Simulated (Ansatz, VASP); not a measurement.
**One calculation of NaTaO, two programs**

```
Na Ta O
1.0
     4.44179    0.00000    0.00000
     0.00000    4.44179    0.00000
     0.00000    0.00000    3.86191
Na Ta O
1 1 1
Direct
  0.00000 0.00000 0.00000
  0.50000 0.50000 0.00000
  0.50000 0.50000 0.50000
```

Alike in both runs: functional PBE; k mesh 5 × 5 × 6; occupations gaussian, width 0.2 eV; no spin polarisation.

Ansatz relaxed the structure, and its values are those at the end. VASP's run is a single point on that final structure, the one shown.

|  | VASP | Ansatz |
| --- | --- | --- |
| version | VASP 6.6.1 | Ansatz 0.2.0 |
| potentials or method | VASP PAW PBE potentials, release 64 (Na_sv, Ta_sv_GW, O), cutoff 1130 eV | scalar-relativistic, plane waves, PAW |
| valence electrons in the cell | 28 | 28 |

|  | VASP | Ansatz | Ansatz less VASP |
| --- | --- | --- | --- |
| gap on the k mesh at the Fermi level (eV) | none | none | - |
| pressure (GPa) | -0.2 | -0.2 | +0.03 |

A gap of «none» marks a metal or a gap that the smearing closes.

Spin-orbit coupling is off throughout.
